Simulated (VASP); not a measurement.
# Hf (Im-3m) in VASP: notebook, part 2 of 3

VASP 6.6.1.

### Step 4. Electric field gradients, PBEsol (volume scaled by 1.01)

Input file INCAR:

```
ALGO = Normal ; EDIFF = 1E-8
ENCUT = 520 ; GGA = PS
ISIF = 2 ; ISMEAR = -1
LASPH = True ; LCHARG = False
LEFG = True ; LREAL = False
LWAVE = False ; NBANDS = 11
NELM = 80 ; PREC = Accurate
SIGMA = 0.08
```

Input file KPOINTS:

```
k-points
0
Gamma
  16 16 16
```

Input file POSCAR:

```
Hf
1.0
   -1.8109967218      1.8109967218      1.8109967218
    1.8109967218     -1.8109967218      1.8109967218
    1.8109967218      1.8109967218     -1.8109967218
Hf
1
Direct
    0.0000000000      0.0000000000      0.0000000000
```

Potentials or basis: VASP PAW PBE potentials, release 64 (Hf_pv).

Command:

```
$ cat potpaw_PBE.64/Hf_pv/POTCAR > POTCAR
$ mpirun -np 1 vasp_std > vasp.out
```

OUTCAR:

```text
EDIFF = 1E-8
   ENCUT = 520
   GGA = PS
   ISIF = 2
   ISMEAR = -1
   LASPH = True
   LREAL = False
   NELM = 80
   PREC = Accurate

 ion  position               nearest neighbor table
   1  0.000  0.000  0.000-

  LATTYP: Found a body centered cubic cell.
 ALAT       =     3.6219934436

  Lattice vectors:

 A1 = (  -1.8109967218,   1.8109967218,   1.8109967218)
 A2 = (   1.8109967218,  -1.8109967218,   1.8109967218)
 A3 = (   1.8109967218,   1.8109967218,  -1.8109967218)

Analysis of symmetry for initial positions (statically):
=====================================================================
 Subroutine PRICEL returns:
 Original cell was already a primitive cell.

 Routine SETGRP: Setting up the symmetry group for a
 body centered cubic supercell.

[... 518 lines left out ...]
  external PRESSURE =     -99.4618630 kB  Pullay stress =       0.0000000 kB

 VOLUME and BASIS-vectors are now :
 -----------------------------------------------------------------------------
  energy-cutoff  :      520.00
  volume of cell :       23.76
      direct lattice vectors                 reciprocal lattice vectors
    -1.810996722  1.810996722  1.810996722     0.000000000  0.276091057  0.276091057
     1.810996722 -1.810996722  1.810996722     0.276091057  0.000000000  0.276091057
     1.810996722  1.810996722 -1.810996722     0.276091057  0.276091057  0.000000000

 POSITION                                       TOTAL-FORCE (eV/Angst)
 -----------------------------------------------------------------------------------
      0.00000      0.00000      0.00000        -0.000000     -0.000000      0.000000
 -----------------------------------------------------------------------------------
    total drift:                                0.000000      0.000000     -0.000000

  FREE ENERGIE OF THE ION-ELECTRON SYSTEM (eV)
  ---------------------------------------------------
  free  energy   TOTEN  =       -10.2690322143 eV

  energy  without entropy=      -10.2243897374  energy(sigma->0) =      -10.24671098

 Electric field gradients (V/A^2)
---------------------------------------------------------------------
 ion       V_xx      V_yy      V_zz      V_xy      V_xz      V_yz
---------------------------------------------------------------------
   1      -0.000    -0.000     0.000    -0.000    -0.000    -0.000
---------------------------------------------------------------------

 Electric field gradients after diagonalization (V/A^2)
 (convention: |V_zz| > |V_xx| > |V_yy|)
----------------------------------------------------------------------
 ion       V_xx      V_yy      V_zz     asymmetry (V_yy - V_xx)/ V_zz
----------------------------------------------------------------------
   1       0.000     0.000    -0.000       0.000
----------------------------------------------------------------------

           NMR quadrupolar parameters

 Cq : quadrupolar parameter    Cq=e*Q*V_zz/h
 eta: asymmetry parameters     (V_yy - V_xx)/ V_zz
 Q  : nuclear electric quadrupole moment in mb (millibarn)
----------------------------------------------------------------------
 ion       Cq(MHz)       eta       Q (mb)
----------------------------------------------------------------------
   1      -0.000       0.000       1.000
----------------------------------------------------------------------
```

OSZICAR:

```text
N       E                     dE             d eps       ncg     rms          rms(c)
DAV:   1     0.123508666830E+02    0.12351E+02   -0.56740E+03  3262   0.830E+02
DAV:   2    -0.102036082474E+02   -0.22554E+02   -0.21785E+02  3942   0.154E+02
DAV:   3    -0.106918284364E+02   -0.48822E+00   -0.48233E+00  4039   0.154E+01
DAV:   4    -0.106937972707E+02   -0.19688E-02   -0.19683E-02  3589   0.115E+00
DAV:   5    -0.106938106037E+02   -0.13333E-04   -0.13332E-04  4025   0.830E-02    0.441E+01
DAV:   6    -0.103725726741E+02    0.32124E+00   -0.27479E-01  3541   0.370E+00    0.252E+01
DAV:   7    -0.102732933201E+02    0.99279E-01   -0.34450E-01  3634   0.401E+00    0.109E+00
DAV:   8    -0.102690334915E+02    0.42598E-02   -0.23651E-02  3505   0.109E+00    0.119E-01
DAV:   9    -0.102690289438E+02    0.45477E-05   -0.30469E-04  4136   0.158E-01    0.510E-02
DAV:  10    -0.102690325199E+02   -0.35761E-05   -0.17560E-05  3792   0.316E-02    0.290E-02
DAV:  11    -0.102690322720E+02    0.24790E-06   -0.25315E-06  3817   0.118E-02    0.139E-03
DAV:  12    -0.102690322541E+02    0.17839E-07   -0.36077E-08  3793   0.177E-03    0.150E-03
DAV:  13    -0.102690322120E+02    0.42183E-07   -0.19782E-09  2242   0.376E-04    0.135E-04
DAV:  14    -0.102690322143E+02   -0.23647E-08   -0.19851E-10  2003   0.132E-04
   1 F= -.10269032E+02 E0= -.10246711E+02  d E =-.446425E-01
```

stdout:

```text
POSCAR found type information on POSCAR Hf
 POSCAR found :  1 types and       1 ions
 scaLAPACK will be used
 -----------------------------------------------------------------------------
|                                                                             |
|                                                                             |
|     You enforced a specific xc type in the INCAR file but a different       |
|     I HOPE YOU KNOW WHAT YOU ARE DOING!                                     |
|                                                                             |
 -----------------------------------------------------------------------------

 LDA part: xc-table for (Slater+PW92), standard interpolation
 POSCAR, INCAR and KPOINTS ok, starting setup
 FFT: planning ... GRIDC
 FFT: planning ... GRID_SOFT
 FFT: planning ... GRID
 WAVECAR not read
 entering main loop
ion   1
```

Wall time 13 s (1 thread of Intel Xeon 6975P-C (Granite Rapids), shared host); peak memory 0.16 GiB.

Results:

```yaml
Free_energy: -10.2690 eV
Pressure: -9.9 GPa
Band_gap_on_the_k_mesh: zero (band 5 reaches 5.48 eV, above the bottom of band 6 at 3.32 eV)
```

Caveat: without QUAD_EFG the Cq values of the log hold for a quadrupole moment of 1 mb, not for the nuclei; the PAW data sets were made with another functional, which shifts forces and pressure a little; spin-orbit coupling is left out, which moves the levels of the heavy elements.

### Step 5. Electric field gradients, PBEsol (volume scaled by 1.01)

Input file INCAR:

```
SYSTEM = Hf
PREC = Accurate
ENCUT = 520
EDIFF = 1E-8
ISMEAR = -1
SIGMA = 0.08
LREAL = .False.
LASPH = .True.
NELM = 100
ALGO = Normal
ISIF = 2
LWAVE = .False.
LCHARG = .False.
GGA = PS
LEFG = .True.
NBANDS = 11
```

Input file KPOINTS:

```
Automatic mesh
0
Gamma
  16 16 16
  0 0 0
```

POSCAR is that of step 4.

Potentials or basis: VASP PAW PBE potentials, release 64 (Hf_pv).

Command:

```
$ cat potpaw_PBE.64/Hf_pv/POTCAR > POTCAR
$ mpirun -np 1 vasp_std > vasp.out
```

OUTCAR:

```text
SYSTEM = Hf
   PREC = Accurate
   ENCUT = 520
   EDIFF = 1E-8
   ISMEAR = -1
   LREAL = .False.
   LASPH = .True.
   NELM = 100
   ISIF = 2
   GGA = PS

 ion  position               nearest neighbor table
   1  0.000  0.000  0.000-

  LATTYP: Found a body centered cubic cell.
 ALAT       =     3.6219934436

  Lattice vectors:

 A1 = (  -1.8109967218,   1.8109967218,   1.8109967218)
 A2 = (   1.8109967218,  -1.8109967218,   1.8109967218)
 A3 = (   1.8109967218,   1.8109967218,  -1.8109967218)

Analysis of symmetry for initial positions (statically):
=====================================================================
 Subroutine PRICEL returns:
 Original cell was already a primitive cell.

 Routine SETGRP: Setting up the symmetry group for a
 body centered cubic supercell.

 Subroutine GETGRP returns: Found 48 space group operations
 (whereof 48 operations were pure point group operations)
[... 517 lines left out ...]

 VOLUME and BASIS-vectors are now :
 -----------------------------------------------------------------------------
  energy-cutoff  :      520.00
  volume of cell :       23.76
      direct lattice vectors                 reciprocal lattice vectors
    -1.810996722  1.810996722  1.810996722     0.000000000  0.276091057  0.276091057
     1.810996722 -1.810996722  1.810996722     0.276091057  0.000000000  0.276091057
     1.810996722  1.810996722 -1.810996722     0.276091057  0.276091057  0.000000000

 POSITION                                       TOTAL-FORCE (eV/Angst)
 -----------------------------------------------------------------------------------
      0.00000      0.00000      0.00000        -0.000000     -0.000000      0.000000
 -----------------------------------------------------------------------------------
    total drift:                                0.000000      0.000000     -0.000000

  FREE ENERGIE OF THE ION-ELECTRON SYSTEM (eV)
  ---------------------------------------------------
  free  energy   TOTEN  =       -10.2690322143 eV

  energy  without entropy=      -10.2243897374  energy(sigma->0) =      -10.24671098

 Electric field gradients (V/A^2)
---------------------------------------------------------------------
 ion       V_xx      V_yy      V_zz      V_xy      V_xz      V_yz
---------------------------------------------------------------------
   1      -0.000    -0.000     0.000    -0.000    -0.000    -0.000
---------------------------------------------------------------------

 Electric field gradients after diagonalization (V/A^2)
 (convention: |V_zz| > |V_xx| > |V_yy|)
----------------------------------------------------------------------
 ion       V_xx      V_yy      V_zz     asymmetry (V_yy - V_xx)/ V_zz
----------------------------------------------------------------------
   1       0.000     0.000    -0.000       0.000
----------------------------------------------------------------------

           NMR quadrupolar parameters

 Cq : quadrupolar parameter    Cq=e*Q*V_zz/h
 eta: asymmetry parameters     (V_yy - V_xx)/ V_zz
 Q  : nuclear electric quadrupole moment in mb (millibarn)
----------------------------------------------------------------------
 ion       Cq(MHz)       eta       Q (mb)
----------------------------------------------------------------------
   1      -0.000       0.000       1.000
----------------------------------------------------------------------
```

OSZICAR:

```text
N       E                     dE             d eps       ncg     rms          rms(c)
DAV:   1     0.123508666830E+02    0.12351E+02   -0.56740E+03  3262   0.830E+02
DAV:   2    -0.102036082474E+02   -0.22554E+02   -0.21785E+02  3942   0.154E+02
DAV:   3    -0.106918284364E+02   -0.48822E+00   -0.48233E+00  4039   0.154E+01
DAV:   4    -0.106937972707E+02   -0.19688E-02   -0.19683E-02  3589   0.115E+00
DAV:   5    -0.106938106037E+02   -0.13333E-04   -0.13332E-04  4025   0.830E-02    0.441E+01
DAV:   6    -0.103725726741E+02    0.32124E+00   -0.27479E-01  3541   0.370E+00    0.252E+01
DAV:   7    -0.102732933201E+02    0.99279E-01   -0.34450E-01  3634   0.401E+00    0.109E+00
DAV:   8    -0.102690334915E+02    0.42598E-02   -0.23651E-02  3505   0.109E+00    0.119E-01
DAV:   9    -0.102690289438E+02    0.45477E-05   -0.30469E-04  4136   0.158E-01    0.510E-02
DAV:  10    -0.102690325199E+02   -0.35761E-05   -0.17560E-05  3792   0.316E-02    0.290E-02
DAV:  11    -0.102690322720E+02    0.24790E-06   -0.25315E-06  3817   0.118E-02    0.139E-03
DAV:  12    -0.102690322541E+02    0.17839E-07   -0.36077E-08  3793   0.177E-03    0.150E-03
DAV:  13    -0.102690322120E+02    0.42183E-07   -0.19782E-09  2242   0.376E-04    0.135E-04
DAV:  14    -0.102690322143E+02   -0.23647E-08   -0.19851E-10  2003   0.132E-04
   1 F= -.10269032E+02 E0= -.10246711E+02  d E =-.446425E-01
```

It took 13 s on 1 thread of Intel Xeon 6975P-C (Granite Rapids), shared host; peak memory 0.16 GiB.

What came out:

```
Free energy            : -10.2690 eV
Pressure               : -9.9 GPa
Band gap on the k mesh : zero (band 5 reaches 5.48 eV, above the bottom of band 6 at 3.32 eV)
```

Caveat: without QUAD_EFG the Cq values of the log hold for a quadrupole moment of 1 mb, not for the nuclei; the PAW data sets were made with another functional, which shifts forces and pressure a little; spin-orbit coupling is left out, which moves the levels of the heavy elements.

(Part 2 of 3 ends here.)
